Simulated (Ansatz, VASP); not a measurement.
**SnSe in VASP and in Ansatz**

The input POSCAR:

```
SnSe
1.0
    0.0000000000      3.0299343558      3.0299343558
    3.0299343558      0.0000000000      3.0299343558
    3.0299343558      3.0299343558      0.0000000000
Sn Se
1 1
Direct
    0.0000000000      0.0000000000      0.0000000000
    0.5000000000      0.5000000000      0.5000000000
```

The input INCAR.step1:

```
SYSTEM = SnSe
  ALGO = Normal
  EDIFF = 1E-4
  ENCUT = 520
  GGA = PE
  ISMEAR = -1
  LASPH = .True.
  LCHARG = .False.
  LREAL = .False.
  LWAVE = .True.
  NBANDS = 17
  NELM = 60
  PREC = Accurate
  SIGMA = 0.05
```

File INCAR.step2:

```
SYSTEM = SnSe
  ALGO = Normal
  EDIFF = 1E-6
  ENCUT = 520
  ISIF = 2
  ISMEAR = -1
  ISTART = 1
  LASPH = .True.
  LCHARG = .False.
  LMIXTAU = .True.
  LREAL = .False.
  LWAVE = .False.
  METAGGA = R2SCAN
  NBANDS = 17
  NELM = 60
  PREC = Accurate
  SIGMA = 0.05
```

The input KPOINTS:

```
k-points
0
Gamma
  8 8 8
  0 0 0
```

The input input.yaml:

```yaml
crystal:
  lattice:
    - [0.0, 3.0299343558, 3.0299343558]
    - [3.0299343558, 0.0, 3.0299343558]
    - [3.0299343558, 3.0299343558, 0.0]
  atoms:
    - { symbol: Sn, position: [0.0, 0.0, 0.0] }
    - { symbol: Se, position: [0.5, 0.5, 0.5] }
hamiltonian:
  xc: r2scan
  pseudopotentials: { kind: paw }
kpoints:
  mp_grid: { grid: [8, 8, 8] }
scf:
  occupations: { method: fermi_dirac, width: 0.05 }
output:
  forces: true
  stress: true
  eigenvalues: true
```

Alike in both runs: task single point; functional r2SCAN; k mesh 8 × 8 × 8; occupations fermi-dirac, width 0.05 eV; no spin polarisation.

|  | VASP | Ansatz |
| --- | --- | --- |
| version | VASP 6.6.1 | Ansatz 0.2.0 |
| potentials or method | VASP PAW PBE potentials, release 64 (Sn_d, Se) | Ansatz PAW |
| plane-wave cutoff (eV) | 520 | 500 |
| valence electrons in the cell | 20 | 30 |

|  | VASP | Ansatz | Ansatz less VASP |
| --- | --- | --- | --- |
| gap on the k mesh at the Fermi level (eV) | 0.37 | 0.37 | 0.000 |
| least direct gap on the mesh (eV) | 0.37 | 0.37 | 0.000 |
| pressure (GPa) | -1.1 | -1.1 | 0.00 |

VASP's potentials were made for PBE, not for r2SCAN. The functional is the same, so the differences come from potentials, cutoffs and numerics. VASP's potentials hold 20 valence electrons a cell and Ansatz's 30, so a difference there can come from the potentials and not from the codes.
